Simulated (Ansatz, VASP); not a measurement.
InSb: VASP beside Ansatz

File INCAR:

```
SYSTEM = InSb
PREC = Accurate
ENCUT = 520
EDIFF = 1E-6
ISMEAR = 0
SIGMA = 0.15
LREAL = .FALSE.
LASPH = .TRUE.
NELM = 100
ALGO = Normal
ISIF = 2
LWAVE = .FALSE.
LCHARG = .FALSE.
GGA = PS
NBANDS = 16
```

KPOINTS

```
regular mesh
0
G
  16 16 16
  0 0 0
```

POSCAR

```
InSb
1.0
    0.0000000000      3.2599290600      3.1295318976
    3.2599290600      0.0000000000      3.1295318976
    3.2599290600      3.2599290600      0.0000000000
In Sb
1 1
Direct
    0.0000000000      0.0000000000      0.0000000000
    0.7500000000      0.7500000000      0.7500000000
```

Input for Ansatz:

```yaml
crystal:
  lattice:
    - [0.0, 3.25992906, 3.1295318976]
    - [3.25992906, 0.0, 3.1295318976]
    - [3.25992906, 3.25992906, 0.0]
  atoms:
    - { symbol: In, position: [0.0, 0.0, 0.0] }
    - { symbol: Sb, position: [0.75, 0.75, 0.75] }
basis:
  ecutwfc: 420
kpoints:
  mp_grid: { grid: [16, 16, 16] }
hamiltonian:
  xc: pbesol
scf:
  occupations: { method: gaussian, width: 0.15 }
output:
  forces: true
  stress: true
  eigenvalues: true
  write_density: true
  write_potential: true
  elf: true
  volumetric_format: npy
```

Change from the starting cell: strain +0.000 along x and y, -0.040 along z, atoms carried along.

Alike in both runs: task single point; functional PBEsol; k mesh 16 × 16 × 16; occupations gaussian, width 0.15 eV; no spin polarisation.

|  | VASP | Ansatz |
| --- | --- | --- |
| version | VASP 6.6.1 | Ansatz 0.2.0 |
| potentials or method | VASP PAW PBE potentials, release 64 (In_d, Sb), cutoff 520 eV | scalar-relativistic, plane waves, PAW |
| valence electrons in the cell | 18 | 28 |

|  | VASP | Ansatz | Ansatz less VASP |
| --- | --- | --- | --- |
| gap on the k mesh at the Fermi level (eV) | none | none | - |
| pressure (GPa) | 1.9 | 1.9 | -0.02 |
| traceless stress, the component that is largest in VASP (GPa) | 0.68 | 0.68 | -0.001 |

VASP's potentials were made for PBE, not for PBEsol. A gap of «none» marks a metal or a gap that the smearing closes. VASP's potentials hold 18 valence electrons a cell and Ansatz's 28, so a difference there can come from the potentials and not from the codes.

Spin-orbit coupling is off throughout.
